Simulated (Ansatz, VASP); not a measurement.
**Ti in VASP and in Ansatz**

File INCAR:

```
PREC     = Accurate       # precision mode
ENCUT    = 520            # plane-wave cutoff, eV
EDIFF    = 1E-6           # SCF threshold, eV
ISMEAR   = -1             # smearing method
SIGMA    = 0.1            # smearing width, eV
LREAL    = F              # projectors in reciprocal space
LASPH    = T              # aspherical terms in the spheres
NELM     = 100            # most SCF steps
ALGO     = Normal         # electronic algorithm
ISIF     = 2              # what is computed and relaxed
LWAVE    = F              # write WAVECAR
LCHARG   = F              # write CHGCAR
NBANDS   = 12             # bands
```

Contents of KPOINTS:

```
regular mesh
0
Gamma
  15 15 15
```

The input POSCAR:

```
Ti
1.0
    0.0000000000      2.0544696179      2.0544696179
    2.0544696179      0.0000000000      2.0544696179
    2.0544696179      2.0544696179      0.0000000000
Ti
1
Direct
    0.0000000000      0.0000000000      0.0000000000
```

Input for Ansatz:

```yaml
crystal:
  lattice:
    - [0.0, 2.0544696179, 2.0544696179]
    - [2.0544696179, 0.0, 2.0544696179]
    - [2.0544696179, 2.0544696179, 0.0]
  atoms:
    - { symbol: Ti, position: [0.0, 0.0, 0.0] }
hamiltonian:
  xc: lda
  pseudopotentials:
    kind: paw
    azcp:
      Ti: "pseudopotentials/Ti.paw.azcp"
basis:
  ecutwfc: 420
  fft_grid_basis: typed
kpoints:
  mp_grid: { grid: [15, 15, 15], shift: [0, 0, 0] }
magnetization:
  spin_polarized: false
scf:
  occupations: { method: fermi_dirac, width: 0.1 }
  lower_state_search: "off"
output:
  stress: true
```

Alike in both runs: task single point; functional LDA; k mesh 15 × 15 × 15; occupations fermi-dirac, width 0.1 eV; no spin polarisation.

|  | VASP | Ansatz |
| --- | --- | --- |
| version | VASP 6.6.1 | Ansatz 0.2.0 |
| potentials or method | VASP PAW LDA potentials, release 64 (Ti_sv), cutoff 520 eV | plane waves (420 eV) with PAW, scalar-relativistic |
| valence electrons in the cell | 12 | 12 |

```tsv
	VASP	Ansatz	Ansatz less VASP
pressure (GPa)	-8.3	-8.2	+0.09
```

Ansatz warns that its potentials were made for another functional, while VASP's fit it. LDA's correlation is that of Perdew and Zunger in VASP and of Perdew and Wang (1992) in Ansatz.
